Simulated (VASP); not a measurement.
Runs of VASP 6.6.1 on Be. The structure is that of space group P6_3/mmc (No. 194), or close to it. The cells are those of the table. 

```csv
level,potentials or basis,cell,k mesh,gap on the mesh (eV),pressure (GPa)
PBEsol,"VASP PAW PBE potentials, release 64 (Be)","a = 2.315, b = 2.315, c = 3.631 Å, angles 90.0, 90.0, 120.0°, 2 atoms",13 × 13 × 8,none,-7.6
r2SCAN,"VASP PAW PBE potentials, release 64 (Be)","a = 2.285, b = 2.285, c = 3.584 Å, angles 90.0, 90.0, 120.0°, 2 atoms",8 × 8 × 4,none,(b)
PBEsol,"VASP PAW PBE potentials, release 64 (Be)","a = 2.239, b = 2.239, c = 3.511 Å, angles 90.0, 90.0, 120.0°, 2 atoms",13 × 13 × 8,none,4.2
PBEsol,"VASP PAW PBE potentials, release 64 (Be)","a = 2.270, b = 2.270, c = 3.560 Å, angles 90.0, 90.0, 120.0°, 2 atoms",13 × 13 × 8,none,(a)
LDA,"VASP PAW LDA potentials, release 64 (Be)","a = 2.254, b = 2.254, c = 3.536 Å, angles 90.0, 90.0, 120.0°, 2 atoms",13 × 13 × 8,none,-3.3
```

Alike in all rows: task single point; no spin polarisation; cutoff (eV) 520; smearing fermi-dirac 0.05 eV.

Task: Estimate the missing entries.

Result: (a) -1.2; (b) -2.7.

Caveats: some runs use coarse meshes; the PAW data sets were made with another functional, which shifts forces and pressure a little (at least some runs); the cell stands under tension (at least some runs); the cell stands under pressure (at least some runs).

A gap of «none» marks levels without a gap at the run's occupations.
